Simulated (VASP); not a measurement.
# CuO (Cc) in VASP: vibrations by perturbation theory with PBEsol

Aim: the vibrations by perturbation theory of CuO with PBEsol.

Everything below comes from runs of VASP 6.6.1. Logs are shortened: lines on timing, memory, paths and dates and some standing lists are left out, and cuts for length are marked.

## (1) The cell of the first run

The structure is monoclinic, space group Cc (No. 9). Conventional cell: a = 4.689 Å, b = 3.427 Å, c = 5.132 Å, α = 90.00°, β = 99.65°, γ = 90.00°. Within 2.5 Å of Cu (site symmetry 1) lie 4 O at 1.91 to 2.02 Å. O (site symmetry 1) has 4 Cu at 1.91 to 2.02 Å within 2.5 Å.

## (2) Vibrations by perturbation theory, PBEsol

INCAR reads:

```
SYSTEM = CuO
PREC = Accurate
ENCUT = 520
EDIFF = 1E-8
ISMEAR = -1
SIGMA = 0.05
LREAL = .False.
LASPH = .True.
NELM = 60
ALGO = Normal
ISIF = 2
LWAVE = .False.
LCHARG = .False.
GGA = PS
IBRION = 8
NSW = 1
LUSENCCL = .False.
```

KPOINTS reads:

```
regular mesh
0
Gamma
  10 10 5
  0 0 0
```

POSCAR reads:

```
CuO
1.0
    2.3446500000     -1.7134000000      0.0000000000
    2.3446500000      1.7134000000      0.0000000000
   -0.8605543552      0.0000000000      5.0594363927
Cu O
2 2
Direct
    0.4968000000      0.0032000000      0.5000000000
    0.0032000000      0.4968000000      0.0000000000
    0.4056000000      0.5714000000      0.7537000000
    0.5714000000      0.4056000000      0.2537000000
```

Potentials or basis: VASP PAW PBE potentials, release 64 (Cu, O).

Run with:

```bash
cat potpaw_PBE.64/Cu/POTCAR potpaw_PBE.64/O/POTCAR > POTCAR
mpirun -np 1 vasp_std > vasp.out
```

OUTCAR:

```text
SYSTEM = CuO
   PREC = Accurate
   ENCUT = 520
   EDIFF = 1E-8
   ISMEAR = -1
   LREAL = .False.
   LASPH = .True.
   NELM = 60
   ISIF = 2
   GGA = PS
   IBRION = 8
   NSW = 1

 ion  position               nearest neighbor table
   1  0.497  0.003  0.500-   4 1.91   3 1.93   4 1.98   3 2.02
   2  0.003  0.497  0.000-   3 1.91   4 1.93   3 1.98   4 2.02
   3  0.406  0.571  0.754-   2 1.91   1 1.93   2 1.98   1 2.02
   4  0.571  0.406  0.254-   1 1.91   2 1.93   1 1.98   2 2.02

  LATTYP: Found a base centered monoclinic cell.
 ALAT       =     4.6893000000
 B/A-ratio  =     0.7307700510
 C/A-ratio  =     1.0944277397
 COS(beta)  =    -0.1676807457

  Lattice vectors:

 A1 = (   2.3446500000,  -1.7134000000,   0.0000000000)
 A2 = (   2.3446500000,   1.7134000000,   0.0000000000)
 A3 = (  -0.8605543552,   0.0000000000,   5.0594363927)

Analysis of symmetry for initial positions (statically):
=====================================================================
 Subroutine PRICEL returns:
 Original cell was already a primitive cell.

 Routine SETGRP: Setting up the symmetry group for a
 base centered monoclinic supercell.

 Subroutine GETGRP returns: Found  2 space group operations
 (whereof  1 operations were pure point group operations)
 out of a pool of  4 trial point group operations.

The static configuration has the point symmetry C_1 .
 The point group associated with its full space group is C_1h.

Analysis of symmetry for dynamics (positions and initial velocities):
=====================================================================
 Subroutine PRICEL returns:
 Original cell was already a primitive cell.

 Routine SETGRP: Setting up the symmetry group for a
 base centered monoclinic supercell.

 Subroutine GETGRP returns: Found  2 space group operations
 (whereof  1 operations were pure point group operations)
 out of a pool of  4 trial point group operations.

The dynamic configuration has the point symmetry C_1 .
 The point group associated with its full space group is C_1h.

 Subroutine INISYM returns: Found  2 space group operations
 (whereof  1 operations are pure point group operations),
 and found     1 'primitive' translations

----------------------------------------------------------------------------------------

                                     Primitive cell

  volume of cell :      40.6508

  direct lattice vectors                    reciprocal lattice vectors
     2.344650000 -1.713400000  0.000000000     0.213251445 -0.291817439  0.036271720
     2.344650000  1.713400000  0.000000000     0.213251445  0.291817439  0.036271720
    -0.860554355  0.000000000  5.059436393    -0.000000000  0.000000000  0.197650474

  length of vectors
     2.903984019  2.903984019  5.132100000     0.363248171  0.363248171  0.197650474

  position of ions in fractional coordinates (direct lattice)
     0.496800000  0.003200000  0.500000000
     0.003200000  0.496800000  0.000000000
     0.405600000  0.571400000  0.753700000
[... 134 lines left out ...]
 fundamental gap:      0.0253359650
 Fermi energy:         5.5052143482

 k-point     1 :       0.0000    0.0000    0.0000
  band No.  band energies     occupation
      1     -14.3305      2.00000
      2     -12.9846      2.00000
      3      -2.6743      2.00000
      4      -0.0464      2.00000
      5       0.3183      2.00000
      6       2.1240      2.00000
[... 565 lines left out ...]
     20      11.9142      0.00000
     21      14.3841      0.00000

 [... further k-points ...]

------------------------ aborting loop because EDIFF is reached ----------------------------------------

  FORCE on cell =-STRESS in cart. coord.  units (eV):
  Direction    XX          YY          ZZ          XY          YZ          ZX
  --------------------------------------------------------------------------------------
  -------------------------------------------------------------------------------------
  Total       -0.6141836     -0.0455769     -0.9078605      0.0000000      0.0000000     -0.2929835
  in kB      -24.2069396     -1.7963311    -35.7816847      0.0000000      0.0000000    -11.5474181
  external PRESSURE =     -20.5949852 kB  Pullay stress =       0.0000000 kB

 VOLUME and BASIS-vectors are now :
 -----------------------------------------------------------------------------
  energy-cutoff  :      520.00
  volume of cell :       40.65
      direct lattice vectors                 reciprocal lattice vectors
     2.344650000 -1.713400000  0.000000000     0.213251445 -0.291817439  0.036271720
     2.344650000  1.713400000  0.000000000     0.213251445  0.291817439  0.036271720
    -0.860554355  0.000000000  5.059436393    -0.000000000  0.000000000  0.197650474

 POSITION                                       TOTAL-FORCE (eV/Angst)
 -----------------------------------------------------------------------------------
      0.74205     -0.84573      2.52972        -0.617555     -0.334071      0.237320
      1.17233      0.84573      0.00000        -0.617555      0.334071      0.237320
      1.64212      0.28408      3.81330         0.617555     -0.365760     -0.237320
      2.07240     -0.28408      1.28358         0.617555      0.365760     -0.237320
 -----------------------------------------------------------------------------------
    total drift:                               -0.000150      0.000000     -0.000529

  FREE ENERGIE OF THE ION-ELECTRON SYSTEM (eV)
  ---------------------------------------------------
  free  energy   TOTEN  =       -21.3043663859 eV

  energy  without entropy=      -21.2851888923  energy(sigma->0) =      -21.29477764

[... ionic steps 2 to 9 ...]

--------------------------------------- Ionic step       10  -------------------------------------------

------------------------ aborting loop because EDIFF is reached ----------------------------------------

--------------------------------------- Ionic step       11  -------------------------------------------

------------------------ aborting loop because EDIFF is reached ----------------------------------------

--------------------------------------- Ionic step       12  -------------------------------------------

 Free energy of the ion-electron system (eV)
  ---------------------------------------------------
  ---------------------------------------------------
  free energy    TOTEN  =        -0.37727854 eV

  energy without entropy =       -0.37727857

------------------------ aborting loop because EDIFF is reached ----------------------------------------

 INTERNAL STRAIN TENSOR  FOR ION    3  DIRECTION 3   (eV/Angst):
 -----------------------------------------------------------------------------
     2.18798 -2.78829 -2.44236
    -2.62832 -0.20452 -4.21781
    -2.49421 -4.41411  0.88498

 INTERNAL STRAIN TENSOR FOR ION    4 for displacements in x,y,z  (eV/Angst):
          X           Y           Z          XY          YZ          ZX
  --------------------------------------------------------------------------------
  x    -1.94693    -1.19239    -3.26841     1.03378     3.74154     1.89018
  y     0.29038     4.45514     4.53861    -0.25853    -0.59127     4.69386
  z     2.18798    -0.20452     0.88498     2.62832     4.41411    -2.44236

 SECOND DERIVATIVES (NOT SYMMETRIZED)
 ------------------------------------
               1X          1Y          1Z          2X          2Y          2Z          3X          3Y          3Z          4X          4Y          4Z
  1X    -9.884629   -4.829566    1.409925    0.274729    0.157651   -0.122807    3.946453    2.145575    0.828729    5.663446    2.526340   -2.115848
  1Y    -4.827725   -7.429241   -1.737976   -0.156525    0.707330   -0.215886    2.282308    3.474574    1.852556    2.701942    3.247337    0.101306
  1Z     1.410197   -1.737563  -15.031359   -0.122582    0.216790    4.323082    0.565242    1.565698    4.796645   -1.852856   -0.044925    5.911632
  2X     0.274729   -0.157651   -0.122807   -9.884629    4.829566    1.409925    5.663446   -2.526340   -2.115848    3.946453   -2.145575    0.828729
  2Y     0.156525    0.707330    0.215886    4.827725   -7.429241    1.737976   -2.701942    3.247337   -0.101306   -2.282308    3.474574   -1.852556
  2Z    -0.122582   -0.216790    4.323082    1.410197    1.737563  -15.031359   -1.852856    0.044925    5.911632    0.565242   -1.565698    4.796645
  3X     3.934016    2.286659    0.574051    5.656053   -2.700919   -1.856481   -7.710580    0.397034    1.429315   -1.879490    0.017226   -0.146884
  3Y     2.146657    3.460707    1.571241   -2.528074    3.236686    0.043296    0.398137   -5.733181   -1.680797   -0.016720   -0.964212    0.066260
  3Z     0.817076    1.854766    4.807407   -2.114970   -0.101166    5.927774    1.449423   -1.685772  -12.039431   -0.151529   -0.067828    1.304250
  4X     5.656053    2.700919   -1.856481    3.934016   -2.286659    0.574051   -1.879490   -0.017226   -0.146884   -7.710580   -0.397034    1.429315
  4Y     2.528074    3.236686   -0.043296   -2.146657    3.460707   -1.571241    0.016720   -0.964212   -0.066260   -0.398137   -5.733181    1.680797
  4Z    -2.114970    0.101166    5.927774    0.817076   -1.854766    4.807407   -0.151529    0.067828    1.304250    1.449423    1.685772  -12.039431

 Eigenvectors and eigenvalues of the dynamical matrix
 ----------------------------------------------------

   1 f  =   15.062391 THz    94.639793 2PiTHz  502.427278 cm-1    62.293015 meV
             X         Y         Z           dx          dy          dz
      0.742048 -0.845734  2.529718     0.140415    0.113532   -0.036379
      1.172325  0.845734  0.000000    -0.140415    0.113532    0.036379
      1.642123  0.284082  3.813297     0.141998   -0.225917   -0.628386
      2.072400 -0.284082  1.283579    -0.141998   -0.225917    0.628386
[... 71 lines left out ...]
  12 f/i=    0.011672 THz     0.073340 2PiTHz    0.389350 cm-1     0.048273 meV
             X         Y         Z           dx          dy          dz
      0.742048 -0.845734  2.529718    -0.001129   -0.631603   -0.000300
      1.172325  0.845734  0.000000     0.001129   -0.631603    0.000300
      1.642123  0.284082  3.813297     0.000160   -0.317924   -0.000012
      2.072400 -0.284082  1.283579    -0.000160   -0.317924    0.000012

--------------------------------------------------------------------------------------------------------

 ELASTIC MODULI CONTR FROM IONIC RELAXATION (kBar)
 Direction    XX          YY          ZZ          XY          YZ          ZX
 --------------------------------------------------------------------------------
 XX         -89.7523    -61.4113   -127.6737     -0.0000     -0.0000     17.3815
 YY         -61.4113   -358.5857   -396.3256      0.0000     -0.0000   -321.0159
 ZZ        -127.6737   -396.3256   -490.0403      0.0000     -0.0000   -293.2477
 XY          -0.0000      0.0000      0.0000    -94.6753   -140.9023      0.0000
 YZ          -0.0000     -0.0000     -0.0000   -140.9023   -372.0879     -0.0000
 ZX          17.3815   -321.0159   -293.2477      0.0000     -0.0000   -387.6230
 --------------------------------------------------------------------------------
```

It took 20 min on 1 × NVIDIA H100 80GB with 1 thread of AMD EPYC 7R13 (Zen 3), shared host; peak memory 1.6 GiB.

What came out:

```yaml
Highest_phonon_frequency_at_Γ_LO-TO_splitting_left_out: 502 cm⁻¹
```

Phonon frequencies in cm⁻¹ (negative: imaginary):
| q point | frequencies |
| --- | --- |
| (0.000, 0.000, 0.000) | 0 0 0 139 152 257 274 328 381 450 502 502 |

Caveat: the cell stands under pressure or tension, which shifts response properties; the PAW data sets were made with another functional, which shifts forces and pressure a little.
